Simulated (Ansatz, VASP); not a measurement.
**MnO in VASP and in Ansatz**

The input INCAR:

```
SYSTEM = MnO
PREC = Accurate ; ENCUT = 520
EDIFF = 1E-8 ; ISMEAR = -1
SIGMA = 0.05 ; LREAL = .False.
LASPH = .True. ; NELM = 150
ALGO = Normal ; ISIF = 2
LWAVE = .False. ; LCHARG = .False.
ISPIN = 2 ; MAGMOM = 4 0
LORBIT = 11 ; LMAXMIX = 4
GGA = PE ; LEFG = .True.
NBANDS = 20
```

The input KPOINTS:

```
Automatic mesh
0
Gamma
  16 16 16
  0 0 0
```

POSCAR

```
MnO
1.0
    0.0000000000      2.2512401953      2.2512401953
    2.2512401953      0.0000000000      2.2512401953
    2.2512401953      2.2512401953      0.0000000000
Mn O
1 1
Direct
    0.0000000000      0.0000000000      0.0000000000
    0.5000000000      0.5000000000      0.5000000000
```

Input for Ansatz:

```yaml
crystal:
  lattice:
    - [0.0, 2.2512401953, 2.2512401953]
    - [2.2512401953, 0.0, 2.2512401953]
    - [2.2512401953, 2.2512401953, 0.0]
  atoms:
    - { symbol: Mn, position: [0.0, 0.0, 0.0], spin: 4.0 }
    - { symbol: O, position: [0.5, 0.5, 0.5] }
magnetization:
  spin_polarized: true
kpoints:
  mp_grid: { grid: [16, 16, 16] }
scf:
  occupations: { method: fermi_dirac, width: 0.05 }
hamiltonian:
  xc: pbe
  pseudopotentials: { kind: paw }
output:
  forces: true
  stress: true
  eigenvalues: true
  efg: { contact_densities: true }
```

Change from the starting cell: volume scaled by 1.04, PAW files.

Alike in both runs: task electric field gradients; functional PBE; k mesh 16 × 16 × 16; occupations fermi-dirac, width 0.05 eV; collinear spin.

|  | VASP | Ansatz |
| --- | --- | --- |
| version | VASP 6.6.1 | Ansatz 0.2.0 |
| potentials or method | VASP PAW PBE potentials, release 64 (Mn_pv, O) | PAW with Ansatz's default frozen-core files, scalar-relativistic |
| plane-wave cutoff (eV) | 520 | 420 |
| valence electrons in the cell | 19 | 21 |

|  | VASP | Ansatz | Ansatz less VASP |
| --- | --- | --- | --- |
| pressure (GPa) | -4.1 | -4.2 | -0.15 |
| net moment per atom (μB) | 2.42 | 2.42 | 0.000 |
| size of the moment on the site where the two differ most (μB) | 4.39 | 4.12 | -0.268 |

Site moments also hang on the region over which each program counts them. VASP's potentials hold 19 valence electrons a cell and Ansatz's 21, so a difference there can come from the potentials and not from the codes.
